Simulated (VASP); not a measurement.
# Be (Pm-3m) in VASP: a series of runs

Be is run at these levels: r2SCAN; tasks: single point, relaxation of cell and atoms.

Everything below comes from runs of VASP 6.6.1. Logs are shortened: lines on timing, memory, paths and dates and some standing lists are left out, and cuts for length are marked.

## (1) The cell of the first run

It takes space group Pm-3m (No. 221, cubic). The conventional cell has a = 2.171 Å, b = 2.171 Å, c = 2.171 Å, α = 90.00°, β = 90.00°, γ = 90.00°. Within 2.9 Å of Be (site symmetry m-3m) lie 6 Be at 2.17 Å.

## (2) Single point, r2SCAN

Contents of POSCAR:

```
Be
1.0
    2.1712654019      0.0000000000      0.0000000000
    0.0000000000      2.1712654019      0.0000000000
    0.0000000000      0.0000000000      2.1712654019
Be
1
Direct
    0.0000000000      0.0000000000      0.0000000000
```

Contents of INCAR.step1:

```
ALGO = Normal
EDIFF = 1E-4
ENCUT = 520
GGA = PE
ISMEAR = -1
LASPH = True
LCHARG = False
LREAL = False
LWAVE = True
NBANDS = 7
NELM = 80
PREC = Accurate
SIGMA = 0.1
```

Contents of INCAR.step2:

```
ALGO = Normal
EDIFF = 1E-7
ENCUT = 520
ISIF = 2
ISMEAR = -1
ISTART = 1
LASPH = True
LCHARG = False
LMIXTAU = True
LREAL = False
LWAVE = False
METAGGA = R2SCAN
NBANDS = 7
NELM = 80
PREC = Accurate
SIGMA = 0.1
```

Contents of KPOINTS:

```
k-points
0
Gamma
  24 24 24
```

Potentials or basis: VASP PAW PBE potentials, release 64 (Be).

Run with:

```
$ cat potpaw_PBE.64/Be/POTCAR > POTCAR
$ cp INCAR.step1 INCAR
$ mpirun -np 1 vasp_std > vasp.out
$ cp INCAR.step2 INCAR
$ mpirun -np 1 vasp_std > vasp.out
```

OUTCAR:

```text
EDIFF = 1E-7
   ENCUT = 520
   ISIF = 2
   ISMEAR = -1
   ISTART = 1
   LASPH = True
   LREAL = False
   METAGGA = R2SCAN
   NELM = 80
   PREC = Accurate

 ion  position               nearest neighbor table
   1  0.000  0.000  0.000-

  LATTYP: Found a simple cubic cell.
 ALAT       =     2.1712654019

  Lattice vectors:

 A1 = (   2.1712654019,   0.0000000000,   0.0000000000)
 A2 = (   0.0000000000,   2.1712654019,   0.0000000000)
 A3 = (   0.0000000000,   0.0000000000,   2.1712654019)

Analysis of symmetry for initial positions (statically):
=====================================================================
 Subroutine PRICEL returns:
 Original cell was already a primitive cell.

 Routine SETGRP: Setting up the symmetry group for a
 simple cubic supercell.

 Subroutine GETGRP returns: Found 48 space group operations
 (whereof 48 operations were pure point group operations)
 out of a pool of 48 trial point group operations.

The static configuration has the point symmetry O_h .

Analysis of symmetry for dynamics (positions and initial velocities):
=====================================================================
 Subroutine PRICEL returns:
 Original cell was already a primitive cell.

 Routine SETGRP: Setting up the symmetry group for a
 simple cubic supercell.

 Subroutine GETGRP returns: Found 48 space group operations
 (whereof 48 operations were pure point group operations)
 out of a pool of 48 trial point group operations.

The dynamic configuration has the point symmetry O_h .

 Subroutine INISYM returns: Found 48 space group operations
 (whereof 48 operations are pure point group operations),
 and found     1 'primitive' translations

----------------------------------------------------------------------------------------

                                     Primitive cell

  volume of cell :      10.2362

  direct lattice vectors                    reciprocal lattice vectors
     2.171265402  0.000000000  0.000000000     0.460560924  0.000000000  0.000000000
     0.000000000  2.171265402  0.000000000     0.000000000  0.460560924  0.000000000
     0.000000000  0.000000000  2.171265402     0.000000000  0.000000000  0.460560924

  length of vectors
     2.171265402  2.171265402  2.171265402     0.460560924  0.460560924  0.460560924

  position of ions in fractional coordinates (direct lattice)
     0.000000000  0.000000000  0.000000000

  ion indices of the primitive-cell ions
   primitive index   ion index
                 1           1

----------------------------------------------------------------------------------------

 KPOINTS: k-points

Automatic generation of k-mesh.
 Grid dimensions read from file:
 generate k-points for:   24   24   24

 Generating k-lattice:

  Cartesian coordinates                     Fractional coordinates (reciprocal lattice)
     0.019190039  0.000000000  0.000000000     0.041666667  0.000000000  0.000000000
     0.000000000  0.019190039  0.000000000     0.000000000  0.041666667  0.000000000
     0.000000000  0.000000000  0.019190039     0.000000000  0.000000000  0.041666667

  Length of vectors
     0.019190039  0.019190039  0.019190039

  Shift w.r.t. Gamma in fractional coordinates (k-lattice)
     0.000000000  0.000000000  0.000000000

 Subroutine IBZKPT returns following result:
 ===========================================

 Found    455 irreducible k-points:

 Following reciprocal coordinates:
            Coordinates               Weight
  0.000000  0.000000  0.000000      1.000000
  0.041667  0.000000  0.000000      6.000000
  0.083333  0.000000  0.000000      6.000000
  0.125000  0.000000  0.000000      6.000000
  0.166667  0.000000  0.000000      6.000000
  0.208333  0.000000  0.000000      6.000000
[... 16 lines left out ...]
  0.416667  0.041667  0.000000     24.000000
  0.458333  0.041667  0.000000     24.000000
 [... further k-points ...]
   k-points           NKPTS =    455   k-points in BZ     NKDIM =    455   number of bands    NBANDS=      7
   number of dos      NEDOS =    301   number of ions     NIONS =      1
   total plane-waves  NPLWV =   4096
   dimension x,y,z NGX =    16 NGY =   16 NGZ =   16
   dimension x,y,z NGXF=    32 NGYF=   32 NGZF=   32
   ions per type =               1
   NGX,Y,Z   is equivalent  to a cutoff of  12.25, 12.25, 12.25 a.u.
   NGXF,Y,Z  is equivalent  to a cutoff of  24.50, 24.50, 24.50 a.u.
 SYSTEM =  unknown system
   PREC   = accura    normal or accurate (medium, high low for compatibility)
   ISTART =      1    job   : 0-new  1-cont  2-samecut
   ICHARG =      0    charge: 1-file 2-atom 10-const
   ISPIN  =      1    spin polarized calculation?
   LNONCOLLINEAR =      F non collinear calculations
   LSORBIT =      F    spin-orbit coupling
   LASPH  =      T    aspherical Exc in radial PAW
   ENCUT  =  520.0 eV  38.22 Ry    6.18 a.u.   4.04  4.04  4.04*2*pi/ulx,y,z
   NELM   =     80;   NELMIN=  2; NELMDL=  0     # of ELM steps
   EDIFF  = 0.1E-06   stopping-criterion for ELM
   LREAL  =      F    real-space projection
   EDIFFG = 0.1E-05   stopping-criterion for IOM
   NSW    =      0    number of steps for IOM
   IBRION =     -1    ionic relax: 0-MD 1-quasi-New 2-CG
   NFREE  =      0    steps in history (QN), initial steepest desc. (CG)
   ISIF   =      2    stress and relaxation
   ISYM   =      2    0-nonsym 1-usesym 2-fastsym
   POTIM  = 0.5000    time-step for ionic-motion
   TEBEG  =    0.0;   TEEND  =   0.0 temperature during run
   PSTRESS=    0.0 pullay stress
   NELECT =       2.0000    total number of electrons
   NUPDOWN=      -1.0000    fix difference up-down
   EMIN   =  10.00;   EMAX   =-10.00  energy-range for DOS
   EFERMI =   0.00;   METHOD = LEGACY
   ISMEAR =    -1;   SIGMA  =   0.10  broadening in eV -4-tet -1-fermi 0-gaus
   EFERMI_NEDOS =   21; number of points for ismear=-14 and -15
   IALGO  =     38    algorithm
   IMIX   =      4    mixing-type and parameters
     AMIX     =   0.40;   BMIX     =  1.00
     AMIX_MAG =   1.60;   BMIX_MAG =  1.00
  volume/ion in A,a.u.               =      10.24        69.08
  Fermi-wavevector in a.u.,A,eV,Ry     =   0.949960  1.795164 12.278220  0.902424
  Thomas-Fermi vector in A             =   2.078292
   LORBIT       =      0    0 simple, 1 ext, 2 COOP (PROOUT), +10 PAW based schemes
   METAGGA = R2SCAN    functional components
   LHFCALC =     F    Hartree Fock is set to
   AEXX    =    0.0000 exact exchange contribution
   IVDW    =     0    specifies the selected vdW correction
   LEPSILON=     F    determine dielectric tensor
   LRPA    =     F    only Hartree local field effects (RPA)
 non-spin polarized calculation
  energy-cutoff  :      520.00
  volume of cell :       10.24
 maximum number of plane-waves:       292
   NGX =  9   NGY =  9   NGZ =  9

 number of electron       2.0000000 magnetization

 Free energy of the ion-electron system (eV)
  ---------------------------------------------------
  ext. energy  EPLUGINS =         0.00000000
  ---------------------------------------------------
  free energy    TOTEN  =        -3.28648001 eV

  energy without entropy =       -3.27539162  energy(sigma->0) =       -3.28093582

 E-fermi :   4.9023     XC(G=0): -10.4324

 val. band max:        4.8912787572   @ k =   0.5000   0.3750   0.1667
 cond. band min:       4.9028665699   @ k =   0.5000   0.3333   0.0833
 fundamental gap:      0.0115878127
 Fermi energy:         4.9023180908

 k-point     1 :       0.0000    0.0000    0.0000
  band No.  band energies     occupation
      1      -5.6474      2.00000
      2      19.6582      0.00000
      3      19.6582      0.00000
      4      19.6582      0.00000
      5      25.1391      0.00000
      6      25.1391      0.00000
      7      34.8246      0.00000

 k-point     2 :       0.0417    0.0000    0.0000
  band No.  band energies     occupation
      1      -5.6005      2.00000
      2      18.8889      0.00000
      3      19.7049      0.00000
      4      19.7049      0.00000
      5      25.1955      0.00000
      6      25.9668      0.00000
      7      34.7912      0.00000

 k-point     3 :       0.0833    0.0000    0.0000
  band No.  band energies     occupation
      1      -5.4600      2.00000
      2      17.2788      0.00000
      3      19.8441      0.00000
      4      19.8441      0.00000
      5      25.3644      0.00000
      6      27.7351      0.00000
      7      34.7077      0.00000

 k-point     4 :       0.1250    0.0000    0.0000
  band No.  band energies     occupation
      1      -5.2262      2.00000
      2      15.4605      0.00000
      3      20.0733      0.00000
      4      20.0733      0.00000
      5      25.6452      0.00000
      6      29.7377      0.00000
      7      34.6461      0.00000

 k-point     5 :       0.1667    0.0000    0.0000
  band No.  band energies     occupation
      1      -4.8998      2.00000
      2      13.6273      0.00000
      3      20.3884      0.00000
      4      20.3884      0.00000
      5      26.0364      0.00000
      6      31.5190      0.00000
      7      34.8624      0.00000
[... 161 lines left out ...]
 k-point    22 :       0.3750    0.0417    0.0000
  band No.  band energies     occupation
      1      -1.9191      2.00000
      2       5.6293      0.00139
      3      22.3069      0.00000
      4      22.8594      0.00000
      5      29.9809      0.00000
      6      31.2230      0.00000
      7      36.3988      0.00000

 k-point    23 :       0.4167    0.0417    0.0000
  band No.  band energies     occupation
      1      -1.1468      2.00000
      2       4.3867      1.98854
      3      22.8020      0.00000
      4      23.3139      0.00000
      5      30.7668      0.00000
      6      30.8810      0.00000
      7      35.4215      0.00000

 k-point    24 :       0.4583    0.0417    0.0000
  band No.  band energies     occupation
      1      -0.4441      2.00000
      2       3.4012      2.00000
      3      23.1547      0.00000
      4      23.6309      0.00000
      5      30.5716      0.00000
      6      31.5023      0.00000
      7      34.7225      0.00000

 [... further k-points ...]

------------------------ aborting loop because EDIFF is reached ----------------------------------------

  FORCE on cell =-STRESS in cart. coord.  units (eV):
  Direction    XX          YY          ZZ          XY          YZ          ZX
  --------------------------------------------------------------------------------------
  -------------------------------------------------------------------------------------
  Total        0.0120960      0.0120960      0.0120960     -0.0000000      0.0000000      0.0000000
  in kB        1.8932704      1.8932704      1.8932704     -0.0000000      0.0000000      0.0000000
  external PRESSURE =       1.8932704 kB  Pullay stress =       0.0000000 kB

 VOLUME and BASIS-vectors are now :
 -----------------------------------------------------------------------------
  energy-cutoff  :      520.00
  volume of cell :       10.24
      direct lattice vectors                 reciprocal lattice vectors
     2.171265402  0.000000000  0.000000000     0.460560924  0.000000000  0.000000000
     0.000000000  2.171265402  0.000000000     0.000000000  0.460560924  0.000000000
     0.000000000  0.000000000  2.171265402     0.000000000  0.000000000  0.460560924

 POSITION                                       TOTAL-FORCE (eV/Angst)
 -----------------------------------------------------------------------------------
      0.00000      0.00000      0.00000         0.000000      0.000000      0.000000
 -----------------------------------------------------------------------------------
    total drift:                                0.000000     -0.000000     -0.000000

  FREE ENERGIE OF THE ION-ELECTRON SYSTEM (eV)
  ---------------------------------------------------
  free  energy   TOTEN  =        -3.2864800133 eV

  energy  without entropy=       -3.2753916216  energy(sigma->0) =       -3.28093582
```

Wall time 17 s (1 thread of Intel Xeon 6975P-C (Granite Rapids), shared host); peak memory 0.13 GiB.

What came out:

- Free energy: -3.2865 eV
- Pressure: 0.2 GPa
- Band gap on the k mesh: zero (band 1 reaches 10.90 eV, above the bottom of band 2 at 2.94 eV)

Caveat: the PAW data sets were made with another functional, which shifts forces and pressure a little.

## (3) Relaxation of cell and atoms, r2SCAN

This run uses another cell than the first one, of 8.76 Å³/atom, 0.856 times its volume.

Contents of POSCAR:

```
Be
1.0
    2.0615590750      0.0000000000      0.0000000000
    0.0000000000      2.0615590750      0.0000000000
    0.0000000000      0.0000000000      2.0615590750
Be
1
Direct
    0.0000000000      0.0000000000      0.0000000000
```

Contents of INCAR.step1:

```
SYSTEM = Be
PREC = Accurate
ENCUT = 600
ISMEAR = -1
SIGMA = 0.1
LREAL = .False.
LASPH = .True.
NELM = 100
GGA = PE
ALGO = Normal
EDIFF = 1E-4
LWAVE = .True.
LCHARG = .False.
```

Contents of INCAR.step2:

```
SYSTEM = Be
PREC = Accurate
ENCUT = 600
EDIFF = 1E-6
ISMEAR = -1
SIGMA = 0.1
LREAL = .False.
LASPH = .True.
NELM = 100
ALGO = Normal
ISIF = 3
LWAVE = .False.
LCHARG = .False.
METAGGA = R2SCAN
LMIXTAU = .True.
IBRION = 2
NSW = 80
EDIFFG = -0.01
ISTART = 1
```

Contents of KPOINTS:

```
Automatic mesh
0
Gamma
  15 15 15
  0 0 0
```

Potentials or basis: VASP PAW PBE potentials, release 64 (Be).

Run with:

```
$ cat potpaw_PBE.64/Be/POTCAR > POTCAR
$ cp INCAR.step1 INCAR
$ mpirun -np 1 vasp_std > vasp.out
$ cp INCAR.step2 INCAR
$ mpirun -np 1 vasp_std > vasp.out
```

Wall time 10 s (1 thread of Intel Xeon 6975P-C (Granite Rapids), shared host); peak memory 0.11 GiB.

The run converged. Its results:

```
Free energy                            : -3.2844 eV
Relaxed volume                         : 10.25 Å³/atom
Relaxed cell                           : a = 2.172 Å, b = 2.172 Å, c = 2.172 Å, α = 90.00°, β = 90.00°, γ = 90.00°
Space group after relaxing (to 0.05 Å) : Pm-3m (No. 221)
Energy gained by relaxing              : 63.9 meV/atom
Ionic steps                            : 4
Pressure after relaxing                : -0.1 GPa
Band gap on the k mesh                 : zero (band 1 reaches 10.32 eV, above the bottom of band 2 at 3.21 eV)
```

The path:
```tsv
step	energy change (eV)	largest force (eV/Å)	pressure (GPa)	volume (Å³)
1	0.0000	0.0000	15.52	8.76
2	-0.0607	0.0000	2.93	9.88
3	-0.0637	0.0000	-0.45	10.31
4	-0.0639	0.0000	-0.07	10.25
```

Final structure:
```
Be
1.0
     2.17212    0.00000    0.00000
     0.00000    2.17212    0.00000
     0.00000    0.00000    2.17212
Be
1
Direct
  0.00000 0.00000 0.00000
```

Levels at points of the mesh, in eV from the Fermi level:
```csv
k point,band 1,band 2,band 3,band 4,band 5
"(0.00, 0.00, 0.00)",-10.57,14.71,14.71,14.71,20.19
```

Caveat: the volume moved by over 15 % at a fixed basis, so the end points are rough; the PAW data sets were made with another functional, which shifts forces and pressure a little.

## (4) Single point, r2SCAN, non-collinear spin, zero start, spin-orbit coupling

Contents of POSCAR:

```
Be
1.0
    2.1712654019      0.0000000000      0.0000000000
    0.0000000000      2.1712654019      0.0000000000
    0.0000000000      0.0000000000      2.1712654019
Be
1
Direct
    0.0000000000      0.0000000000      0.0000000000
```

Contents of INCAR.step1:

```
SYSTEM = Be
PREC = Accurate
ENCUT = 520
ISMEAR = -1
SIGMA = 0.1
LREAL = .False.
LASPH = .True.
NELM = 150
MAGMOM = 0 0 0
LSORBIT = .True.
GGA_COMPAT = .False.
NBANDS = 13
GGA = PE
ALGO = Normal
EDIFF = 1E-4
LWAVE = .True.
LCHARG = .False.
```

Contents of INCAR.step2:

```
SYSTEM = Be
PREC = Accurate
ENCUT = 520
EDIFF = 1E-6
ISMEAR = -1
SIGMA = 0.1
LREAL = .False.
LASPH = .True.
NELM = 150
ALGO = Normal
ISIF = 2
LWAVE = .False.
LCHARG = .False.
MAGMOM = 0 0 0
LORBIT = 11
LSORBIT = .True.
GGA_COMPAT = .False.
LORBMOM = .True.
METAGGA = R2SCAN
LMIXTAU = .True.
NBANDS = 13
ISTART = 1
```

Contents of KPOINTS:

```
Automatic mesh
0
Gamma
  14 14 14
  0 0 0
```

Run with:

```
$ cat potpaw_PBE.64/Be/POTCAR > POTCAR
$ cp INCAR.step1 INCAR
$ mpirun -np 1 vasp_ncl > vasp.out
$ cp INCAR.step2 INCAR
$ mpirun -np 1 vasp_ncl > vasp.out
```

Run time: 24 s. Hardware: 1 thread of Intel Xeon 6975P-C (Granite Rapids), shared host; peak memory 0.15 GiB.

It converged, with:

| Item | Value |
| --- | --- |
| Free energy | -3.2839 eV |
| Pressure | 0.5 GPa |
| Net moment | 0.00 μB per cell |
| Valence electrons inside the program's atomic spheres | Be 1.00 |

Moments on the atoms (μB; x, y, z):
```
Be  0.00 0.00 0.00
```

Caveat: the PAW data sets were made with another functional, which shifts forces and pressure a little.

## (5) Overview

```tsv
task	spin	cell	k mesh	cutoff (eV)	gap on the mesh (eV)	pressure (GPa)
single point	off	a = 2.171 Å, 1 atom	24 × 24 × 24	520	none	0.2
relaxation of cell and atoms	off	relaxed from a = 2.062 Å, 1 atom	15 × 15 × 15	600	none	-0.1
single point	non-collinear, zero start, SOC	a = 2.171 Å, 1 atom	14 × 14 × 14	520	-	0.5
```

Alike in all rows: level r2SCAN; potentials or basis VASP PAW PBE potentials, release 64 (Be); smearing fermi-dirac 0.1 eV.

Caveats: the PAW data sets were made with another functional, which shifts forces and pressure a little; the volume moved by over 15 % at a fixed basis, so the end points are rough (some runs).

Total energies depend on the potentials used, so only differences within one code and one set of settings carry meaning.
